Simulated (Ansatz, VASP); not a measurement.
**Two plane-wave programs on InP**

The input POSCAR:

```
InP
1.0
    0.0000000000      2.9305000000      2.9305000000
    2.9305000000      0.0000000000      2.9305000000
    2.9305000000      2.9305000000      0.0000000000
In P
1 1
Direct
    0.0000000000      0.0000000000      0.0000000000
    0.7500000000      0.7500000000      0.7500000000
```

The input INCAR.step1:

```
ALGO = Normal
EDIFF = 1E-4
ENCUT = 520
GGA = PE
GGA_COMPAT = F
ISMEAR = 0
LASPH = T
LCHARG = F
LNONCOLLINEAR = T
LREAL = F
LSORBIT = T
LWAVE = T
MAGMOM = 0 0 0 0 0 0
NBANDS = 30
NELM = 150
PREC = Accurate
SIGMA = 0.05
```

Contents of INCAR.step2:

```
ALGO = Normal
BPARAM = 11.95
CPARAM = 0.0093
EDIFF = 1E-6
ENCUT = 520
GGA_COMPAT = F
ISIF = 2
ISMEAR = 0
ISTART = 1
IVDW_NL = 2
LASPH = T
LCHARG = F
LMIXTAU = T
LNONCOLLINEAR = T
LORBIT = 11
LORBMOM = T
LREAL = F
LSORBIT = T
LUSE_VDW = T
LWAVE = F
MAGMOM = 0 0 0 0 0 0
METAGGA = R2SCAN
NBANDS = 30
NELM = 150
PREC = Accurate
SIGMA = 0.05
```

KPOINTS

```
k-points
0
Gamma
  6 6 6
```

File input.yaml:

```yaml
crystal:
  lattice:
    - [0.0, 2.9305, 2.9305]
    - [2.9305, 0.0, 2.9305]
    - [2.9305, 2.9305, 0.0]
  atoms:
    - { symbol: In, position: [0.0, 0.0, 0.0] }
    - { symbol: P, position: [0.75, 0.75, 0.75] }
hamiltonian:
  xc: r2scan
  pseudopotentials: { kind: paw_fr }
  dispersion: rvv10
magnetization:
  noncollinear: true
  spin_orbit: true
kpoints:
  mp_grid: { grid: [6, 6, 6] }
scf:
  occupations: { method: gaussian, width: 0.05 }
output:
  forces: true
  stress: true
  eigenvalues: true
```

Alike in both runs: task single point; functional r2SCAN; dispersion rVV10; k mesh 6 × 6 × 6; occupations gaussian, width 0.05 eV; non-collinear spin, spin-orbit coupling.

```csv
,VASP,Ansatz
version,VASP 6.6.1,Ansatz 0.2.0
potentials or method,"VASP PAW PBE potentials, release 64 (In_d, P)",Ansatz PAW
plane-wave cutoff (eV),520,500
valence electrons in the cell,18,18
```

|  | VASP | Ansatz | Ansatz less VASP |
| --- | --- | --- | --- |
| pressure (GPa) | 0.8 | 0.9 | +0.02 |
| net moment per atom (μB) | 0.00 | 0.00 | 0.000 |

VASP's potentials were made for PBE, not for r2SCAN.
